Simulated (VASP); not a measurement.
# Tl (P6_3/mmc) in VASP: further runs

Runs on Tl. Level: PBE. Tasks: single point.

Program: VASP 6.6.1. These are calculated values, not measurements. Logs are shortened: lines on timing, memory, paths and dates and some standing lists are left out, and cuts for length are marked.

**1. The cell of the first run**

Symmetry: P6_3/mmc, No. 194, hexagonal system. The conventional cell has a = 3.612 Å, b = 3.612 Å, c = 5.565 Å, α = 90.00°, β = 90.00°, γ = 120.00°. Tl (site symmetry -6m2) has 12 Tl at 3.48 to 3.61 Å within 4.6 Å.

**2. Single point, PBE**

INCAR reads:

```
PREC = Accurate
ENCUT = 520
EDIFF = 1E-6
ISMEAR = 0
SIGMA = 0.1
LREAL = False
LASPH = True
NELM = 100
ALGO = Normal
ISIF = 2
LWAVE = False
LCHARG = True
GGA = PE
LELF = True
LVHAR = True
NBANDS = 20
```

KPOINTS reads:

```
regular mesh
0
Gamma
  12 12 6
```

POSCAR reads:

```
Tl
1.0
    3.6124296590      0.0000000000      0.0000000000
   -1.8062148295      3.1284558541      0.0000000000
    0.0000000000      0.0000000000      5.5652678597
Tl
2
Direct
    0.3333333333      0.6666666667      0.7500000000
    0.6666666667      0.3333333333      0.2500000000
```

Potentials or basis: VASP PAW PBE potentials, release 64 (Tl_d).

The run is started by

```
> cat potpaw_PBE.64/Tl_d/POTCAR > POTCAR
> mpirun -np 1 vasp_std > vasp.out
```

OUTCAR:

```text
PREC = Accurate
   ENCUT = 520
   EDIFF = 1E-6
   ISMEAR = 0
   LREAL = False
   LASPH = True
   NELM = 100
   ISIF = 2
   GGA = PE

 ion  position               nearest neighbor table
   1  0.333  0.667  0.750-   2 3.48   2 3.48   2 3.48   2 3.48   2 3.48   2 3.48
   2  0.667  0.333  0.250-   1 3.48   1 3.48   1 3.48   1 3.48   1 3.48   1 3.48

  LATTYP: Found a hexagonal cell.
 ALAT       =     3.6124296590
 C/A-ratio  =     1.5405885747

  Lattice vectors:

 A1 = (   3.6124296590,   0.0000000000,   0.0000000000)
 A2 = (  -1.8062148295,   3.1284558541,   0.0000000000)
 A3 = (   0.0000000000,   0.0000000000,   5.5652678597)

Analysis of symmetry for initial positions (statically):
=====================================================================
 Subroutine PRICEL returns:
 Original cell was already a primitive cell.

 Routine SETGRP: Setting up the symmetry group for a
 hexagonal supercell.

 Subroutine GETGRP returns: Found 24 space group operations
 (whereof 12 operations were pure point group operations)
 out of a pool of 24 trial point group operations.

The static configuration has the point symmetry D_3d.
 The point group associated with its full space group is D_6h.

Analysis of symmetry for dynamics (positions and initial velocities):
=====================================================================
 Subroutine PRICEL returns:
 Original cell was already a primitive cell.

 Routine SETGRP: Setting up the symmetry group for a
 hexagonal supercell.

 Subroutine GETGRP returns: Found 24 space group operations
 (whereof 12 operations were pure point group operations)
 out of a pool of 24 trial point group operations.

The dynamic configuration has the point symmetry D_3d.
 The point group associated with its full space group is D_6h.

 Subroutine INISYM returns: Found 24 space group operations
 (whereof 12 operations are pure point group operations),
 and found     1 'primitive' translations

----------------------------------------------------------------------------------------

                                     Primitive cell

  volume of cell :      62.8949

  direct lattice vectors                    reciprocal lattice vectors
     3.612429659  0.000000000  0.000000000     0.276821999  0.159823256  0.000000000
    -1.806214830  3.128455854  0.000000000     0.000000000  0.319646511  0.000000000
     0.000000000  0.000000000  5.565267860     0.000000000  0.000000000  0.179685871

  length of vectors
     3.612429659  3.612429659  5.565267860     0.319646511  0.319646511  0.179685871

  position of ions in fractional coordinates (direct lattice)
     0.333333333  0.666666667  0.750000000
     0.666666667  0.333333333  0.250000000

  ion indices of the primitive-cell ions
   primitive index   ion index
                 1           1
                 2           2

----------------------------------------------------------------------------------------

 KPOINTS: regular mesh

Automatic generation of k-mesh.
 Grid dimensions read from file:
 generate k-points for:   12   12    6

 Generating k-lattice:

  Cartesian coordinates                     Fractional coordinates (reciprocal lattice)
     0.023068500  0.013318605  0.000000000     0.083333333  0.000000000  0.000000000
     0.000000000  0.026637209  0.000000000     0.000000000  0.083333333  0.000000000
     0.000000000  0.000000000  0.029947645     0.000000000  0.000000000  0.166666667

  Length of vectors
     0.026637209  0.026637209  0.029947645

  Shift w.r.t. Gamma in fractional coordinates (k-lattice)
     0.000000000  0.000000000  0.000000000

 Subroutine IBZKPT returns following result:
 ===========================================

 Found     76 irreducible k-points:

 Following reciprocal coordinates:
            Coordinates               Weight
  0.000000  0.000000  0.000000      1.000000
  0.083333  0.000000  0.000000      6.000000
  0.166667 -0.000000  0.000000      6.000000
  0.250000 -0.000000  0.000000      6.000000
  0.333333  0.000000  0.000000      6.000000
  0.416667 -0.000000  0.000000      6.000000
[... 16 lines left out ...]
  0.250000 -0.000000  0.166667     12.000000
  0.333333  0.000000  0.166667     12.000000
 [... further k-points ...]
   k-points           NKPTS =     76   k-points in BZ     NKDIM =     76   number of bands    NBANDS=     20
   number of dos      NEDOS =    301   number of ions     NIONS =      2
   total plane-waves  NPLWV =  32928
   dimension x,y,z NGX =    28 NGY =   28 NGZ =   42
   dimension x,y,z NGXF=    56 NGYF=   56 NGZF=   84
   ions per type =               2
   NGX,Y,Z   is equivalent  to a cutoff of  12.89, 12.89, 12.55 a.u.
   NGXF,Y,Z  is equivalent  to a cutoff of  25.77, 25.77, 25.09 a.u.
 SYSTEM =  unknown system
   PREC   = accura    normal or accurate (medium, high low for compatibility)
   ISTART =      0    job   : 0-new  1-cont  2-samecut
   ICHARG =      2    charge: 1-file 2-atom 10-const
   ISPIN  =      1    spin polarized calculation?
   LNONCOLLINEAR =      F non collinear calculations
   LSORBIT =      F    spin-orbit coupling
   LASPH  =      T    aspherical Exc in radial PAW
   ENCUT  =  520.0 eV  38.22 Ry    6.18 a.u.   6.72  6.72 10.35*2*pi/ulx,y,z
   NELM   =    100;   NELMIN=  2; NELMDL= -5     # of ELM steps
   EDIFF  = 0.1E-05   stopping-criterion for ELM
   LREAL  =      F    real-space projection
   EDIFFG = 0.1E-04   stopping-criterion for IOM
   NSW    =      0    number of steps for IOM
   IBRION =     -1    ionic relax: 0-MD 1-quasi-New 2-CG
   NFREE  =      0    steps in history (QN), initial steepest desc. (CG)
   ISIF   =      2    stress and relaxation
   ISYM   =      2    0-nonsym 1-usesym 2-fastsym
   POTIM  = 0.5000    time-step for ionic-motion
   TEBEG  =    0.0;   TEEND  =   0.0 temperature during run
   PSTRESS=    0.0 pullay stress
   NELECT =      26.0000    total number of electrons
   NUPDOWN=      -1.0000    fix difference up-down
   EMIN   =  10.00;   EMAX   =-10.00  energy-range for DOS
   EFERMI =   0.00;   METHOD = LEGACY
   ISMEAR =     0;   SIGMA  =   0.10  broadening in eV -4-tet -1-fermi 0-gaus
   EFERMI_NEDOS =   21; number of points for ismear=-14 and -15
   IALGO  =     38    algorithm
   IMIX   =      4    mixing-type and parameters
     AMIX     =   0.40;   BMIX     =  1.00
     AMIX_MAG =   1.60;   BMIX_MAG =  1.00
  volume/ion in A,a.u.               =      31.45       212.22
  Fermi-wavevector in a.u.,A,eV,Ry     =   1.219535  2.304586 20.235463  1.487265
  Thomas-Fermi vector in A             =   2.354783
   LORBIT       =      0    0 simple, 1 ext, 2 COOP (PROOUT), +10 PAW based schemes
   GGA     = PE    functional components
   LHFCALC =     F    Hartree Fock is set to
   AEXX    =    0.0000 exact exchange contribution
   IVDW    =     0    specifies the selected vdW correction
   LEPSILON=     F    determine dielectric tensor
   LRPA    =     F    only Hartree local field effects (RPA)
 non-spin polarized calculation
 Gauss-broadening in eV      SIGMA  =   0.10
  energy-cutoff  :      520.00
  volume of cell :       62.89
 maximum number of plane-waves:      1725
 NGX is ok and might be reduce to    28
   NGX = 13   NGY = 13   NGZ = 21

 number of electron      26.0000006 magnetization

 Free energy of the ion-electron system (eV)
  ---------------------------------------------------
  ext. energy  EPLUGINS =         0.00000000
  ---------------------------------------------------
  free energy    TOTEN  =        -4.46416861 eV

  energy without entropy =       -4.46137311  energy(sigma->0) =       -4.46277086

 E-fermi :   5.6100     XC(G=0):  -9.7206

 val. band max:        5.5716098697   @ k =   0.2500   0.2500   0.1667
 cond. band min:       5.6694223594   @ k =   0.2500   0.2500   0.3333
 fundamental gap:      0.0978124897
 Fermi energy:         5.6099792845

 k-point     1 :       0.0000    0.0000    0.0000
  band No.  band energies     occupation
      1      -6.0008      2.00000
      2      -5.8323      2.00000
      3      -5.8323      2.00000
      4      -5.8135      2.00000
      5      -5.7868      2.00000
      6      -5.7868      2.00000
[... 12 lines left out ...]
     19      15.4751      0.00000
     20      16.3588      0.00000

 k-point     2 :       0.0833    0.0000    0.0000
  band No.  band energies     occupation
      1      -5.9873      2.00000
      2      -5.8613      2.00000
      3      -5.8109      2.00000
      4      -5.7884      2.00000
      5      -5.7878      2.00000
      6      -5.7864      2.00000
[... 12 lines left out ...]
     19      15.9837      0.00000
     20      16.2358      0.00000

 k-point     3 :       0.1667   -0.0000    0.0000
  band No.  band energies     occupation
      1      -5.9802      2.00000
      2      -5.8741      2.00000
      3      -5.8219      2.00000
      4      -5.8152      2.00000
      5      -5.7845      2.00000
      6      -5.7522      2.00000
[... 12 lines left out ...]
     19      14.9289      0.00000
     20      17.0295      0.00000

 k-point     4 :       0.2500   -0.0000    0.0000
  band No.  band energies     occupation
      1      -6.0178      2.00000
      2      -5.8745      2.00000
      3      -5.8660      2.00000
      4      -5.8493      2.00000
      5      -5.7629      2.00000
      6      -5.6716      2.00000
[... 12 lines left out ...]
     19      14.3998      0.00000
     20      16.1487      0.00000

 k-point     5 :       0.3333    0.0000    0.0000
  band No.  band energies     occupation
      1      -6.0648      2.00000
      2      -5.9340      2.00000
      3      -5.8813      2.00000
      4      -5.8809      2.00000
      5      -5.7198      2.00000
      6      -5.6373      2.00000
[... 12 lines left out ...]
     19      13.8143      0.00000
     20      15.5266      0.00000
[... 353 lines left out ...]
      6      -5.7828      2.00000
[... 12 lines left out ...]
     19      15.6037      0.00000
     20      16.1253      0.00000

 k-point    22 :       0.1667   -0.0000    0.1667
  band No.  band energies     occupation
      1      -5.9724      2.00000
      2      -5.8687      2.00000
      3      -5.8482      2.00000
      4      -5.8302      2.00000
      5      -5.7975      2.00000
      6      -5.7272      2.00000
[... 12 lines left out ...]
     19      15.0990      0.00000
     20      16.3386      0.00000

 k-point    23 :       0.2500   -0.0000    0.1667
  band No.  band energies     occupation
      1      -6.0095      2.00000
      2      -5.9060      2.00000
      3      -5.8567      2.00000
      4      -5.8368      2.00000
      5      -5.7640      2.00000
      6      -5.6601      2.00000
[... 12 lines left out ...]
     19      14.3845      0.00000
     20      15.5679      0.00000

 k-point    24 :       0.3333    0.0000    0.1667
  band No.  band energies     occupation
      1      -6.0521      2.00000
      2      -5.9686      2.00000
      3      -5.8670      2.00000
      4      -5.8576      2.00000
      5      -5.7305      2.00000
      6      -5.6740      2.00000
[... 12 lines left out ...]
     19      13.6751      0.00000
     20      14.9677      0.00000

 [... further k-points ...]

------------------------ aborting loop because EDIFF is reached ----------------------------------------

  FORCE on cell =-STRESS in cart. coord.  units (eV):
  Direction    XX          YY          ZZ          XY          YZ          ZX
  --------------------------------------------------------------------------------------
  -------------------------------------------------------------------------------------
  Total       -0.0513152     -0.0513152      0.1291069      0.0000000      0.0000000      0.0000000
  in kB       -1.3071969     -1.3071969      3.2888526      0.0000000      0.0000000      0.0000000
  external PRESSURE =       0.2248196 kB  Pullay stress =       0.0000000 kB

 VOLUME and BASIS-vectors are now :
 -----------------------------------------------------------------------------
  energy-cutoff  :      520.00
  volume of cell :       62.89
      direct lattice vectors                 reciprocal lattice vectors
     3.612429659  0.000000000  0.000000000     0.276821999  0.159823256  0.000000000
    -1.806214830  3.128455854  0.000000000     0.000000000  0.319646511  0.000000000
     0.000000000  0.000000000  5.565267860     0.000000000  0.000000000  0.179685871

 POSITION                                       TOTAL-FORCE (eV/Angst)
 -----------------------------------------------------------------------------------
     -0.00000      2.08564      4.17395        -0.000000      0.000000      0.000000
      1.80621      1.04282      1.39132         0.000000     -0.000000      0.000000
 -----------------------------------------------------------------------------------
    total drift:                               -0.000000      0.000000      0.000000

  FREE ENERGIE OF THE ION-ELECTRON SYSTEM (eV)
  ---------------------------------------------------
  free  energy   TOTEN  =        -4.4641686127 eV

  energy  without entropy=       -4.4613731092  energy(sigma->0) =       -4.46277086
```

Wall time 29 s (1 thread of Intel Xeon 6975P-C (Granite Rapids), shared host); peak memory 0.22 GiB.

Results:

```yaml
Free_energy: -4.4642 eV
Pressure: 0.0 GPa
Band_gap_on_the_k_mesh: zero (bands 13 and 14 overlap by 5.52 eV)
```

Caveat: spin-orbit coupling is left out, which moves the levels of the heavy elements.

**3. Single point, PBE**

INCAR: that of step 2 with these lines changed.

```diff
@@ -7,3 +7,3 @@
 LASPH = True
-NELM = 100
+NELM = 60
 ALGO = Normal
```

KPOINTS reads:

```
Automatic mesh
0
Gamma
  15 15 8
```

POSCAR is that of step 2.

Potentials or basis: VASP PAW PBE potentials, release 64 (Tl_d).

The run is started by

```
> cat potpaw_PBE.64/Tl_d/POTCAR > POTCAR
> mpirun -np 1 vasp_std > vasp.out
```

Wall time 47 s (1 thread of Intel Xeon 6975P-C (Granite Rapids), shared host); peak memory 0.27 GiB.

The run converged. Its results:

```yaml
Free_energy: -4.4546 eV
Pressure: -0.1 GPa
Band_gap_on_the_k_mesh: zero (bands 13 and 14 overlap by 5.44 eV)
```

Levels at points of the mesh, in eV from the Fermi level:
```
           k point  band 11  band 12  band 13  band 14  band 15  band 16
(0.00, 0.00, 0.00)    -9.46    -4.85    -2.38     6.92     6.92     8.91
(0.00, 0.00, 0.50)    -8.10    -8.10     3.49     3.49     7.88     7.88
```

Caveat: spin-orbit coupling is left out, which moves the levels of the heavy elements.

The gap in the log of VASP goes by the Fermi energy; the results here count the filled bands.